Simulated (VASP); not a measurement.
Set up this calculation in VASP 6.6.1, as the native input.

```yaml
Task: single point
Functional: PBE
Potentials_or_basis: VASP PAW PBE potentials, release 64 (S, O)
Cutoff: 520 eV
k_mesh: 14 × 14 × 14
Occupations: fermi-dirac, width 0.0612256 eV
Spin: no spin polarisation
Dipole_correction: no
Further_INCAR_settings: ALGO = Normal; EDIFF = 1e-06; NBANDS = 13
```

The structure of SO (rock salt type) lies in POSCAR:

```
SO
1.0
    0.0000000000      2.2954895075      2.2954895075
    2.2954895075      0.0000000000      2.2954895075
    2.2954895075      2.2954895075      0.0000000000
S O
1 1
Direct
    0.0000000000      0.0000000000      0.0000000000
    0.5000000000      0.5000000000      0.5000000000
```

One way to write it, as run:

INCAR

```
SYSTEM = SO
ALGO = Normal
EDIFF = 1E-6
ENCUT = 520
GGA = PE
ISIF = 2
ISMEAR = -1
LASPH = .True.
LCHARG = .False.
LREAL = .False.
LWAVE = .False.
NBANDS = 13
NELM = 100
PREC = Accurate
SIGMA = 0.06122561905347299
```

KPOINTS

```
k-points
0
Gamma
  14 14 14
  0 0 0
```

Potentials or basis: VASP PAW PBE potentials, release 64 (S, O).

Launch:

```bash
$ cat potpaw_PBE.64/S/POTCAR potpaw_PBE.64/O/POTCAR > POTCAR
$ mpirun -np 1 vasp_std > vasp.out
```

It gave:

| Quantity | Value |
| --- | --- |
| Pressure | 2.4 GPa |
| Band gap on the k mesh | zero (band 6 reaches 8.52 eV, above the bottom of band 7 at 5.41 eV) |

It took 24 s on 1 thread of AMD EPYC 7R13 Processor (Zen 3), on a shared host, peak memory 0.12 GiB.
